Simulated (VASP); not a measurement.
# BiTe (Fm-3m) in VASP: further runs

Runs on BiTe. Level: r2SCAN. Tasks: single point.

All numbers are computed with VASP 6.6.1; they aren't measurements. Logs are shortened: lines on timing, memory, paths and dates and some standing lists are left out, and cuts for length are marked.

## (1) The cell of the first run

Symmetry: Fm-3m, No. 225, cubic system. The conventional cell has a = 6.467 Å, b = 6.467 Å, c = 6.467 Å, α = 90.00°, β = 90.00°, γ = 90.00°. Bi (site symmetry m-3m) has 6 Te at 3.23 Å within 4.3 Å. Te (site symmetry m-3m) has 6 Bi at 3.23 Å within 4.3 Å.

## (2) Single point, r2SCAN

Contents of POSCAR:

```
BiTe
1.0
    0.0000000000      3.2332740439      3.2332740439
    3.2332740439      0.0000000000      3.2332740439
    3.2332740439      3.2332740439      0.0000000000
Bi Te
1 1
Direct
    0.0000000000      0.0000000000      0.0000000000
    0.5000000000      0.5000000000      0.5000000000
```

Contents of INCAR.step1:

```
PREC = Accurate
ENCUT = 520
ISMEAR = 0
SIGMA = 0.15
LREAL = False
LASPH = True
NELM = 100
NBANDS = 18
GGA = PE
ALGO = Normal
EDIFF = 1E-4
LWAVE = True
LCHARG = False
```

Contents of INCAR.step2:

```
PREC = Accurate
ENCUT = 520
EDIFF = 1E-6
ISMEAR = 0
SIGMA = 0.15
LREAL = False
LASPH = True
NELM = 100
ALGO = Normal
ISIF = 2
LWAVE = False
LCHARG = False
METAGGA = R2SCAN
LMIXTAU = True
NBANDS = 18
ISTART = 1
```

Contents of KPOINTS:

```
Automatic mesh
0
Gamma
  16 16 16
```

Potentials or basis: VASP PAW PBE potentials, release 64 (Bi_d, Te).

Run with:

```bash
cat potpaw_PBE.64/Bi_d/POTCAR potpaw_PBE.64/Te/POTCAR > POTCAR
cp INCAR.step1 INCAR
mpirun -np 1 vasp_std > vasp.out
cp INCAR.step2 INCAR
mpirun -np 1 vasp_std > vasp.out
```

OUTCAR:

```text
PREC = Accurate
   ENCUT = 520
   EDIFF = 1E-6
   ISMEAR = 0
   LREAL = False
   LASPH = True
   NELM = 100
   ISIF = 2
   METAGGA = R2SCAN
   ISTART = 1

 ion  position               nearest neighbor table
   1  0.000  0.000  0.000-   2 3.23   2 3.23   2 3.23   2 3.23   2 3.23   2 3.23
   2  0.500  0.500  0.500-   1 3.23   1 3.23   1 3.23   1 3.23   1 3.23   1 3.23

  LATTYP: Found a face centered cubic cell.
 ALAT       =     6.4665480878

  Lattice vectors:

 A1 = (   0.0000000000,   3.2332740439,   3.2332740439)
 A2 = (   3.2332740439,   0.0000000000,   3.2332740439)
 A3 = (   3.2332740439,   3.2332740439,   0.0000000000)

Analysis of symmetry for initial positions (statically):
=====================================================================
 Subroutine PRICEL returns:
 Original cell was already a primitive cell.

 Routine SETGRP: Setting up the symmetry group for a
 face centered cubic supercell.

 Subroutine GETGRP returns: Found 48 space group operations
 (whereof 48 operations were pure point group operations)
 out of a pool of 48 trial point group operations.

The static configuration has the point symmetry O_h .

Analysis of symmetry for dynamics (positions and initial velocities):
=====================================================================
 Subroutine PRICEL returns:
 Original cell was already a primitive cell.

 Routine SETGRP: Setting up the symmetry group for a
 face centered cubic supercell.

 Subroutine GETGRP returns: Found 48 space group operations
 (whereof 48 operations were pure point group operations)
 out of a pool of 48 trial point group operations.

The dynamic configuration has the point symmetry O_h .

 Subroutine INISYM returns: Found 48 space group operations
 (whereof 48 operations are pure point group operations),
 and found     1 'primitive' translations

----------------------------------------------------------------------------------------

                                     Primitive cell

  volume of cell :      67.6017

  direct lattice vectors                    reciprocal lattice vectors
     0.000000000  3.233274044  3.233274044    -0.154642011  0.154642011  0.154642011
     3.233274044  0.000000000  3.233274044     0.154642011 -0.154642011  0.154642011
     3.233274044  3.233274044  0.000000000     0.154642011  0.154642011 -0.154642011

  length of vectors
     4.572540004  4.572540004  4.572540004     0.267847820  0.267847820  0.267847820

  position of ions in fractional coordinates (direct lattice)
     0.000000000  0.000000000  0.000000000
     0.500000000  0.500000000  0.500000000

  ion indices of the primitive-cell ions
   primitive index   ion index
                 1           1
                 2           2

----------------------------------------------------------------------------------------

 KPOINTS: Automatic mesh

Automatic generation of k-mesh.
 Grid dimensions read from file:
 generate k-points for:   16   16   16

 Generating k-lattice:

  Cartesian coordinates                     Fractional coordinates (reciprocal lattice)
    -0.009665126  0.009665126  0.009665126     0.062500000  0.000000000  0.000000000
     0.009665126 -0.009665126  0.009665126     0.000000000  0.062500000  0.000000000
     0.009665126  0.009665126 -0.009665126     0.000000000  0.000000000  0.062500000

  Length of vectors
     0.016740489  0.016740489  0.016740489

  Shift w.r.t. Gamma in fractional coordinates (k-lattice)
     0.000000000  0.000000000  0.000000000

 Subroutine IBZKPT returns following result:
 ===========================================

 Found    145 irreducible k-points:

 Following reciprocal coordinates:
            Coordinates               Weight
  0.000000  0.000000  0.000000      1.000000
  0.062500  0.000000  0.000000      8.000000
  0.125000  0.000000  0.000000      8.000000
  0.187500  0.000000  0.000000      8.000000
  0.250000  0.000000  0.000000      8.000000
  0.312500  0.000000  0.000000      8.000000
[... 16 lines left out ...]
 -0.125000  0.062500  0.000000     24.000000
 -0.062500  0.062500  0.000000     12.000000
 [... further k-points ...]
   k-points           NKPTS =    145   k-points in BZ     NKDIM =    145   number of bands    NBANDS=     18
   number of dos      NEDOS =    301   number of ions     NIONS =      2
   total plane-waves  NPLWV =  46656
   dimension x,y,z NGX =    36 NGY =   36 NGZ =   36
   dimension x,y,z NGXF=    72 NGYF=   72 NGZF=   72
   ions per type =               1   1
   NGX,Y,Z   is equivalent  to a cutoff of  13.09, 13.09, 13.09 a.u.
   NGXF,Y,Z  is equivalent  to a cutoff of  26.18, 26.18, 26.18 a.u.
 SYSTEM =  unknown system
   PREC   = accura    normal or accurate (medium, high low for compatibility)
   ISTART =      1    job   : 0-new  1-cont  2-samecut
   ICHARG =      0    charge: 1-file 2-atom 10-const
   ISPIN  =      1    spin polarized calculation?
   LNONCOLLINEAR =      F non collinear calculations
   LSORBIT =      F    spin-orbit coupling
   LASPH  =      T    aspherical Exc in radial PAW
   ENCUT  =  520.0 eV  38.22 Ry    6.18 a.u.   8.50  8.50  8.50*2*pi/ulx,y,z
   NELM   =    100;   NELMIN=  2; NELMDL=  0     # of ELM steps
   EDIFF  = 0.1E-05   stopping-criterion for ELM
   LREAL  =      F    real-space projection
   EDIFFG = 0.1E-04   stopping-criterion for IOM
   NSW    =      0    number of steps for IOM
   IBRION =     -1    ionic relax: 0-MD 1-quasi-New 2-CG
   NFREE  =      0    steps in history (QN), initial steepest desc. (CG)
   ISIF   =      2    stress and relaxation
   ISYM   =      2    0-nonsym 1-usesym 2-fastsym
   POTIM  = 0.5000    time-step for ionic-motion
   TEBEG  =    0.0;   TEEND  =   0.0 temperature during run
   PSTRESS=    0.0 pullay stress
   NELECT =      21.0000    total number of electrons
   NUPDOWN=      -1.0000    fix difference up-down
   EMIN   =  10.00;   EMAX   =-10.00  energy-range for DOS
   EFERMI =   0.00;   METHOD = LEGACY
   ISMEAR =     0;   SIGMA  =   0.15  broadening in eV -4-tet -1-fermi 0-gaus
   EFERMI_NEDOS =   21; number of points for ismear=-14 and -15
   IALGO  =     38    algorithm
   IMIX   =      4    mixing-type and parameters
     AMIX     =   0.40;   BMIX     =  1.00
     AMIX_MAG =   1.60;   BMIX_MAG =  1.00
  volume/ion in A,a.u.               =      33.80       228.10
  Fermi-wavevector in a.u.,A,eV,Ry     =   1.108738  2.095210 16.725627  1.229299
  Thomas-Fermi vector in A             =   2.245268
   LORBIT       =      0    0 simple, 1 ext, 2 COOP (PROOUT), +10 PAW based schemes
   METAGGA = R2SCAN    functional components
   LHFCALC =     F    Hartree Fock is set to
   AEXX    =    0.0000 exact exchange contribution
   IVDW    =     0    specifies the selected vdW correction
   LEPSILON=     F    determine dielectric tensor
   LRPA    =     F    only Hartree local field effects (RPA)
 non-spin polarized calculation
 Gauss-broadening in eV      SIGMA  =   0.15
  energy-cutoff  :      520.00
  volume of cell :       67.60
 maximum number of plane-waves:      1841
 NGX is ok and might be reduce to    36
   NGX = 17   NGY = 17   NGZ = 17

 number of electron      21.0000001 magnetization

 Free energy of the ion-electron system (eV)
  ---------------------------------------------------
  ext. energy  EPLUGINS =         0.00000000
  ---------------------------------------------------
  free energy    TOTEN  =       -84.03400503 eV

  energy without entropy =      -84.01710515  energy(sigma->0) =      -84.02555509

 E-fermi :   6.6248     XC(G=0): -10.0093

 val. band max:        6.6194087694   @ k =  -0.3125   0.4375   0.1875
 cond. band min:       6.6268280766   @ k =  -0.2500   0.0625   0.0000
 fundamental gap:      0.0074193072
 Fermi energy:         6.6248327370

 k-point     1 :       0.0000    0.0000    0.0000
  band No.  band energies     occupation
      1     -17.2877      2.00000
      2     -17.2877      2.00000
      3     -17.2820      2.00000
      4     -17.2820      2.00000
      5     -17.2820      2.00000
      6      -7.5514      2.00000
[... 10 lines left out ...]
     17      13.3851      0.00000
     18      13.5812      0.00000

 k-point     2 :       0.0625    0.0000    0.0000
  band No.  band energies     occupation
      1     -17.2878      2.00000
      2     -17.2878      2.00000
      3     -17.2819      2.00000
      4     -17.2818      2.00000
      5     -17.2818      2.00000
      6      -7.5144      2.00000
[... 10 lines left out ...]
     17      13.6292      0.00000
     18      13.8053      0.00000

 k-point     3 :       0.1250    0.0000    0.0000
  band No.  band energies     occupation
      1     -17.2883      2.00000
      2     -17.2883      2.00000
      3     -17.2817      2.00000
      4     -17.2811      2.00000
      5     -17.2811      2.00000
      6      -7.4035      2.00000
[... 10 lines left out ...]
     17      14.2672      0.00000
     18      14.4058      0.00000

 k-point     4 :       0.1875    0.0000    0.0000
  band No.  band energies     occupation
      1     -17.2892      2.00000
      2     -17.2892      2.00000
      3     -17.2814      2.00000
      4     -17.2800      2.00000
      5     -17.2800      2.00000
      6      -7.2199      2.00000
[... 375 lines left out ...]
      4     -17.2798      2.00000
      5     -17.2789      2.00000
      6      -7.1114      2.00000
[... 10 lines left out ...]
     17      14.6155      0.00000
     18      16.0228      0.00000

 k-point    23 :      -0.1250    0.0625    0.0000
  band No.  band energies     occupation
      1     -17.2892      2.00000
      2     -17.2882      2.00000
      3     -17.2817      2.00000
      4     -17.2809      2.00000
      5     -17.2801      2.00000
      6      -7.3180      2.00000
[... 10 lines left out ...]
     17      13.9229      0.00000
     18      15.0897      0.00000

 k-point    24 :      -0.0625    0.0625    0.0000
  band No.  band energies     occupation
      1     -17.2884      2.00000
      2     -17.2878      2.00000
      3     -17.2819      2.00000
      4     -17.2816      2.00000
      5     -17.2812      2.00000
      6      -7.4528      2.00000
[... 10 lines left out ...]
     17      13.5983      0.00000
     18      14.2812      0.00000

 [... further k-points ...]

------------------------ aborting loop because EDIFF is reached ----------------------------------------

  FORCE on cell =-STRESS in cart. coord.  units (eV):
  Direction    XX          YY          ZZ          XY          YZ          ZX
  --------------------------------------------------------------------------------------
  -------------------------------------------------------------------------------------
  Total        0.0144596      0.0144596      0.0144596      0.0000000      0.0000000     -0.0000000
  in kB        0.3426957      0.3426957      0.3426957      0.0000000      0.0000000     -0.0000000
  external PRESSURE =       0.3426957 kB  Pullay stress =       0.0000000 kB

 VOLUME and BASIS-vectors are now :
 -----------------------------------------------------------------------------
  energy-cutoff  :      520.00
  volume of cell :       67.60
      direct lattice vectors                 reciprocal lattice vectors
     0.000000000  3.233274044  3.233274044    -0.154642011  0.154642011  0.154642011
     3.233274044  0.000000000  3.233274044     0.154642011 -0.154642011  0.154642011
     3.233274044  3.233274044  0.000000000     0.154642011  0.154642011 -0.154642011

 POSITION                                       TOTAL-FORCE (eV/Angst)
 -----------------------------------------------------------------------------------
      0.00000      0.00000      0.00000         0.000000      0.000000      0.000000
      3.23327      3.23327      3.23327        -0.000000     -0.000000     -0.000000
 -----------------------------------------------------------------------------------
    total drift:                               -0.000000      0.000000      0.000000

  FREE ENERGIE OF THE ION-ELECTRON SYSTEM (eV)
  ---------------------------------------------------
  free  energy   TOTEN  =       -84.0340050341 eV

  energy  without entropy=      -84.0171051498  energy(sigma->0) =      -84.02555509
```

It took 7.7 min on 1 thread of Intel Xeon Platinum 8259CL at 2.50GHz (Skylake/Cascade Lake), shared host; peak memory 0.34 GiB.

Results:

```yaml
Free_energy: -84.0340 eV
Pressure: 0.0 GPa
Band_gap_on_the_k_mesh: zero (an odd number of electrons rules out a gap without spin polarisation)
```

Caveat: the PAW data sets were made with another functional, which shifts forces and pressure a little; spin-orbit coupling is left out, which moves the levels of the heavy elements.

(Continued in part 2 of 2.)
